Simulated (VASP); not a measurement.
# Se (P3_221) in VASP: further runs

Runs on Se. Level: PBEsol. Tasks: single point.

Program: VASP 6.6.1. These are calculated values, not measurements. Logs are shortened: lines on timing, memory, paths and dates and some standing lists are left out, and cuts for length are marked.

### 1 The cell of the first run

Symmetry: P3_221, No. 154, trigonal system. Conventional cell: a = 3.947 Å, b = 3.947 Å, c = 5.326 Å, α = 90.00°, β = 90.00°, γ = 120.00°. Within 3.2 Å of Se (site symmetry 2) lie 6 Se at 2.46 to 3.16 Å.

### 2 Single point, PBEsol (uniaxial strain along c: +4.0 %, then relaxed in part)

File INCAR:

```
PREC = Accurate
ENCUT = 500
EDIFF = 1E-6
ISMEAR = 0
SIGMA = 0.02
LREAL = False
LASPH = True
NELM = 120
ALGO = Normal
ISIF = 2
LWAVE = False
LCHARG = False
GGA = PS
NBANDS = 16
GGA_COMPAT = False
```

File KPOINTS:

```
Automatic mesh
0
Gamma
  12 12 8
```

File POSCAR:

```
Se
1.0
    3.9469286001      0.0000000000      0.0000000000
   -1.9734643000      3.4181404346      0.0000000000
    0.0000000000      0.0000000000      5.3263229940
Se
3
Direct
    0.2488019462      0.0000004946      0.1666669164
    0.0000004946      0.2488019462      0.8333330836
    0.7511975592      0.7511975592      0.5000000000
```

Potentials or basis: VASP PAW PBE potentials, release 64 (Se).

Run with:

```sh
> cat potpaw_PBE.64/Se/POTCAR > POTCAR
> mpirun -np 1 vasp_std > vasp.out
```

OUTCAR:

```text
PREC = Accurate
   ENCUT = 500
   EDIFF = 1E-6
   ISMEAR = 0
   LREAL = False
   LASPH = True
   NELM = 120
   ISIF = 2
   GGA = PS

 ion  position               nearest neighbor table
   1  0.249  0.000  0.167-   2 2.46   3 2.46
   2  0.000  0.249  0.833-   1 2.46   3 2.46
   3  0.751  0.751  0.500-   2 2.46   1 2.46

  LATTYP: Found a hexagonal cell.
 ALAT       =     3.9469286001
 C/A-ratio  =     1.3494855199

  Lattice vectors:

 A1 = (   3.9469286001,   0.0000000000,   0.0000000000)
 A2 = (  -1.9734643000,   3.4181404346,   0.0000000000)
 A3 = (   0.0000000000,   0.0000000000,   5.3263229940)

Analysis of symmetry for initial positions (statically):
=====================================================================
 Subroutine PRICEL returns:
 Original cell was already a primitive cell.

 Routine SETGRP: Setting up the symmetry group for a
 hexagonal supercell.

 Subroutine GETGRP returns: Found  6 space group operations
 (whereof  2 operations were pure point group operations)
 out of a pool of 24 trial point group operations.

The static configuration has the point symmetry C_2 .
 The point group associated with its full space group is D_3 .

Analysis of symmetry for dynamics (positions and initial velocities):
=====================================================================
 Subroutine PRICEL returns:
 Original cell was already a primitive cell.

 Routine SETGRP: Setting up the symmetry group for a
 hexagonal supercell.

 Subroutine GETGRP returns: Found  6 space group operations
 (whereof  2 operations were pure point group operations)
 out of a pool of 24 trial point group operations.

The dynamic configuration has the point symmetry C_2 .
 The point group associated with its full space group is D_3 .

 Subroutine INISYM returns: Found  6 space group operations
 (whereof  2 operations are pure point group operations),
 and found     1 'primitive' translations

----------------------------------------------------------------------------------------

                                     Primitive cell

  volume of cell :      71.8583

  direct lattice vectors                    reciprocal lattice vectors
     3.946928600  0.000000000  0.000000000     0.253361563  0.146278367  0.000000000
    -1.973464300  3.418140435  0.000000000     0.000000000  0.292556733  0.000000000
     0.000000000  0.000000000  5.326322994     0.000000000  0.000000000  0.187746782

  length of vectors
     3.946928600  3.946928600  5.326322994     0.292556733  0.292556733  0.187746782

  position of ions in fractional coordinates (direct lattice)
     0.248801946  0.000000495  0.166666916
     0.000000495  0.248801946  0.833333084
     0.751197559  0.751197559  0.500000000

  ion indices of the primitive-cell ions
   primitive index   ion index
                 1           1
                 2           2
                 3           3

----------------------------------------------------------------------------------------

 KPOINTS: Automatic mesh

Automatic generation of k-mesh.
 Grid dimensions read from file:
 generate k-points for:   12   12    8

 Generating k-lattice:

  Cartesian coordinates                     Fractional coordinates (reciprocal lattice)
     0.021113464  0.012189864  0.000000000     0.083333333  0.000000000  0.000000000
     0.000000000  0.024379728  0.000000000     0.000000000  0.083333333  0.000000000
     0.000000000  0.000000000  0.023468348     0.000000000  0.000000000  0.125000000

  Length of vectors
     0.024379728  0.024379728  0.023468348

  Shift w.r.t. Gamma in fractional coordinates (k-lattice)
     0.000000000  0.000000000  0.000000000

 Subroutine IBZKPT returns following result:
 ===========================================

 Found    131 irreducible k-points:

 Following reciprocal coordinates:
            Coordinates               Weight
  0.000000  0.000000  0.000000      1.000000
  0.083333 -0.000000  0.000000      6.000000
  0.166667 -0.000000  0.000000      6.000000
  0.250000 -0.000000  0.000000      6.000000
  0.333333 -0.000000  0.000000      6.000000
  0.416667 -0.000000  0.000000      6.000000
[... 16 lines left out ...]
  0.166667 -0.000000  0.125000      6.000000
  0.000000  0.166667  0.125000      6.000000
 [... further k-points ...]
   k-points           NKPTS =    131   k-points in BZ     NKDIM =    131   number of bands    NBANDS=     16
   number of dos      NEDOS =    301   number of ions     NIONS =      3
   total plane-waves  NPLWV =  36000
   dimension x,y,z NGX =    30 NGY =   30 NGZ =   40
   dimension x,y,z NGXF=    60 NGYF=   60 NGZF=   80
   ions per type =               3
   NGX,Y,Z   is equivalent  to a cutoff of  12.64, 12.64, 12.48 a.u.
   NGXF,Y,Z  is equivalent  to a cutoff of  25.27, 25.27, 24.97 a.u.
 SYSTEM =  unknown system
   PREC   = accura    normal or accurate (medium, high low for compatibility)
   ISTART =      0    job   : 0-new  1-cont  2-samecut
   ICHARG =      2    charge: 1-file 2-atom 10-const
   ISPIN  =      1    spin polarized calculation?
   LNONCOLLINEAR =      F non collinear calculations
   LSORBIT =      F    spin-orbit coupling
   LASPH  =      T    aspherical Exc in radial PAW
   ENCUT  =  500.0 eV  36.75 Ry    6.06 a.u.   7.20  7.20  9.71*2*pi/ulx,y,z
   NELM   =    120;   NELMIN=  2; NELMDL= -5     # of ELM steps
   EDIFF  = 0.1E-05   stopping-criterion for ELM
   LREAL  =      F    real-space projection
   EDIFFG = 0.1E-04   stopping-criterion for IOM
   NSW    =      0    number of steps for IOM
   IBRION =     -1    ionic relax: 0-MD 1-quasi-New 2-CG
   NFREE  =      0    steps in history (QN), initial steepest desc. (CG)
   ISIF   =      2    stress and relaxation
   ISYM   =      2    0-nonsym 1-usesym 2-fastsym
   POTIM  = 0.5000    time-step for ionic-motion
   TEBEG  =    0.0;   TEEND  =   0.0 temperature during run
   PSTRESS=    0.0 pullay stress
   NELECT =      18.0000    total number of electrons
   NUPDOWN=      -1.0000    fix difference up-down
   EMIN   =  10.00;   EMAX   =-10.00  energy-range for DOS
   EFERMI =   0.00;   METHOD = LEGACY
   ISMEAR =     0;   SIGMA  =   0.02  broadening in eV -4-tet -1-fermi 0-gaus
   EFERMI_NEDOS =   21; number of points for ismear=-14 and -15
   IALGO  =     38    algorithm
   IMIX   =      4    mixing-type and parameters
     AMIX     =   0.40;   BMIX     =  1.00
     AMIX_MAG =   1.60;   BMIX_MAG =  1.00
  volume/ion in A,a.u.               =      23.95       161.64
  Fermi-wavevector in a.u.,A,eV,Ry     =   1.031985  1.950169 14.490114  1.064993
  Thomas-Fermi vector in A             =   2.166160
   LORBIT       =      0    0 simple, 1 ext, 2 COOP (PROOUT), +10 PAW based schemes
   GGA     = PS    functional components
   LHFCALC =     F    Hartree Fock is set to
   AEXX    =    0.0000 exact exchange contribution
   IVDW    =     0    specifies the selected vdW correction
   LEPSILON=     F    determine dielectric tensor
   LRPA    =     F    only Hartree local field effects (RPA)
 non-spin polarized calculation
 Gauss-broadening in eV      SIGMA  =   0.02
  energy-cutoff  :      500.00
  volume of cell :       71.86
 maximum number of plane-waves:      1842
 NGX is ok and might be reduce to    30
   NGX = 15   NGY = 15   NGZ = 19

 number of electron      18.0000001 magnetization

 Free energy of the ion-electron system (eV)
  ---------------------------------------------------
  ext. energy  EPLUGINS =         0.00000000
  ---------------------------------------------------
  free energy    TOTEN  =       -11.53700521 eV

  energy without entropy =      -11.53695671  energy(sigma->0) =      -11.53698096

 E-fermi :   3.7837     XC(G=0):  -9.7422

 val. band max:        3.7728143559   @ k =   0.3333   0.3333   0.5000
 cond. band min:       3.7857895886   @ k =   0.3333   0.3333   0.5000
 fundamental gap:      0.0129752327
 Fermi energy:         3.7836977414

 k-point     1 :       0.0000    0.0000    0.0000
  band No.  band energies     occupation
      1     -12.2171      2.00000
      2      -8.2948      2.00000
      3      -8.2948      2.00000
      4       0.4325      2.00000
      5       0.5171      2.00000
      6       0.5172      2.00000
[... 8 lines left out ...]
     15      10.6646      0.00000
     16      12.1367      0.00000

 k-point     2 :       0.0833   -0.0000    0.0000
  band No.  band energies     occupation
      1     -12.1652      2.00000
      2      -8.3051      2.00000
      3      -8.2764      2.00000
      4      -0.1142      2.00000
      5       0.2669      2.00000
      6       0.6071      2.00000
[... 8 lines left out ...]
     15      11.0112      0.00000
     16      11.9957      0.00000

 k-point     3 :       0.1667   -0.0000    0.0000
  band No.  band energies     occupation
      1     -12.0145      2.00000
      2      -8.3486      2.00000
      3      -8.2245      2.00000
      4      -0.8526      2.00000
      5      -0.1801      2.00000
      6       0.4404      2.00000
[... 8 lines left out ...]
     15      11.6321      0.00000
     16      12.0639      0.00000

 k-point     4 :       0.2500   -0.0000    0.0000
  band No.  band energies     occupation
      1     -11.7823      2.00000
      2      -8.4525      2.00000
      3      -8.1499      2.00000
      4      -1.4410      2.00000
      5      -0.6198      2.00000
      6       0.1884      2.00000
[... 8 lines left out ...]
     15      12.2164      0.00000
     16      12.6013      0.00000
[... 324 lines left out ...]
 k-point    22 :       0.0000    0.0833    0.1250
  band No.  band energies     occupation
      1     -12.0987      2.00000
      2      -9.1097      2.00000
      3      -7.4580      2.00000
      4      -0.2645      2.00000
      5       0.3408      2.00000
      6       0.7082      2.00000
[... 8 lines left out ...]
     15      11.1879      0.00000
     16      11.4702      0.00000

 k-point    23 :       0.1667   -0.0000    0.1250
  band No.  band energies     occupation
      1     -11.9482      2.00000
      2      -9.0737      2.00000
      3      -7.4929      2.00000
      4      -0.7555      2.00000
      5      -0.5407      2.00000
      6       0.5650      2.00000
[... 8 lines left out ...]
     15      11.5504      0.00000
     16      12.3591      0.00000

 k-point    24 :       0.0000    0.1667    0.1250
  band No.  band energies     occupation
      1     -11.9500      2.00000
      2      -9.0469      2.00000
      3      -7.5393      2.00000
      4      -0.8511      2.00000
      5       0.0205      2.00000
      6       0.4608      2.00000
[... 8 lines left out ...]
     15      11.4416      0.00000
     16      11.7232      0.00000

 [... further k-points ...]
[... 5 lines left out ...]
  --------------------------------------------------------------------------------------
  -------------------------------------------------------------------------------------
  Total        0.0452719      0.0452719     -1.2163324      0.0000000      0.0000000      0.0000000
  in kB        1.0093976      1.0093976    -27.1197815      0.0000000      0.0000000      0.0000000
  external PRESSURE =      -8.3669954 kB  Pullay stress =       0.0000000 kB

 VOLUME and BASIS-vectors are now :
 -----------------------------------------------------------------------------
  energy-cutoff  :      500.00
  volume of cell :       71.86
      direct lattice vectors                 reciprocal lattice vectors
     3.946928600  0.000000000  0.000000000     0.253361563  0.146278367  0.000000000
    -1.973464300  3.418140435  0.000000000     0.000000000  0.292556733  0.000000000
     0.000000000  0.000000000  5.326322994     0.000000000  0.000000000  0.187746782

 POSITION                                       TOTAL-FORCE (eV/Angst)
 -----------------------------------------------------------------------------------
      0.98200      0.00000      0.88772         0.023885      0.000000      0.000000
     -0.49100      0.85044      4.43860        -0.011943      0.020685     -0.000000
      1.48246      2.56770      2.66316        -0.011943     -0.020685     -0.000000
 -----------------------------------------------------------------------------------
    total drift:                                0.000888      0.002316      0.000016

  FREE ENERGIE OF THE ION-ELECTRON SYSTEM (eV)
  ---------------------------------------------------
  free  energy   TOTEN  =       -11.5370052070 eV

  energy  without entropy=      -11.5369567055  energy(sigma->0) =      -11.53698096
```

It took 46 s on 1 thread of AMD EPYC 9R45 (Zen 5), shared host; peak memory 0.22 GiB.

What came out:

```yaml
Free_energy: -11.5370 eV
Pressure: -0.8 GPa
Largest_force: 0.024 eV/Å
Band_gap_on_the_k_mesh: 0.01 eV
```

Forces on the atoms (eV/Å):
```
Se   0.024  0.000  0.000
Se  -0.012  0.021  0.000
Se  -0.012 -0.021  0.000
```

Levels at points of the mesh, in eV from the valence-band top:
| k point | band 7 | band 8 | band 9 | band 10 | band 11 | band 12 |
| --- | --- | --- | --- | --- | --- | --- |
| (0.00, 0.00, 0.00) | -1.68 | -1.68 | -0.41 | 1.32 | 1.32 | 2.31 |
| (0.50, 0.00, 0.00) | -3.70 | -1.42 | -0.94 | 1.30 | 1.63 | 4.15 |
| (0.00, 0.00, 0.50) | -1.36 | -1.08 | -1.08 | 0.85 | 1.11 | 1.11 |
| (0.50, 0.00, 0.50) | -2.43 | -2.05 | -0.32 | 0.91 | 2.24 | 3.05 |

Caveat: the cell differs from its parent crystal (uniaxial strain along c: +4.0 %, then relaxed in part); the PAW data sets were made with another functional, which shifts forces and pressure a little. A k mesh can miss the band edges.

### 3 Single point, PBEsol (uniaxial strain along c: -2.0 %, then relaxed in part)

File INCAR:

```
SYSTEM = Se
  PREC = Accurate
  ENCUT = 500
  EDIFF = 1E-6
  ISMEAR = 0
  SIGMA = 0.02
  LREAL = .FALSE.
  LASPH = .TRUE.
  NELM = 120
  ALGO = Normal
  ISIF = 2
  LWAVE = .FALSE.
  LCHARG = .FALSE.
  GGA = PS
  NBANDS = 16
  GGA_COMPAT = .FALSE.
```

File KPOINTS:

```
Automatic mesh
0
G
  12 12 8
  0 0 0
```

File POSCAR:

```
Se
1.0
    4.0907827637      0.0000000000      0.0000000000
   -2.0453913818      3.5427217947      0.0000000000
    0.0000000000      0.0000000000      5.0190351289
Se
3
Direct
    0.2482002816      0.0000000515      0.1666666861
    0.0000000515      0.2482002816      0.8333333139
    0.7517996669      0.7517996669      0.5000000000
```

Potentials or basis: VASP PAW PBE potentials, release 64 (Se).

Run with:

```sh
> cat potpaw_PBE.64/Se/POTCAR > POTCAR
> mpirun -np 1 vasp_std > vasp.out
```

Run time: 46 s. Hardware: 1 thread of AMD EPYC 9R45 (Zen 5), shared host; peak memory 0.22 GiB.

Results (log left out):

- Free energy: -11.5539 eV
- Pressure: 0.6 GPa
- Largest force: 0.035 eV/Å
- Band gap on the k mesh: 0.61 eV (least direct gap 0.69 eV)

Forces on the atoms (eV/Å):
```
Se   0.035  0.000  0.000
Se  -0.017  0.030  0.000
Se  -0.017 -0.030  0.000
```

Stress tensor (GPa, compression positive):
```
0.14 0.00 0.00
0.00 0.14 0.00
0.00 0.00 1.54
```

Levels at points of the mesh, in eV from the valence-band top:
```tsv
k point	band 6	band 7	band 8	band 9	band 10	band 11	band 12	band 13
(0.00, 0.00, 0.00)	-3.62	-2.08	-2.08	-0.67	1.44	1.44	1.85	6.21
(0.50, 0.00, 0.00)	-3.99	-3.62	-1.58	-1.07	1.41	1.62	4.22	4.27
(0.00, 0.00, 0.50)	-3.33	-1.56	-1.56	-1.45	0.72	0.72	0.86	5.59
(0.50, 0.00, 0.50)	-4.42	-2.58	-2.02	-0.05	1.41	2.55	2.85	5.92
```

Caveat: the cell differs from its parent crystal (uniaxial strain along c: -2.0 %, then relaxed in part); the PAW data sets were made with another functional, which shifts forces and pressure a little.
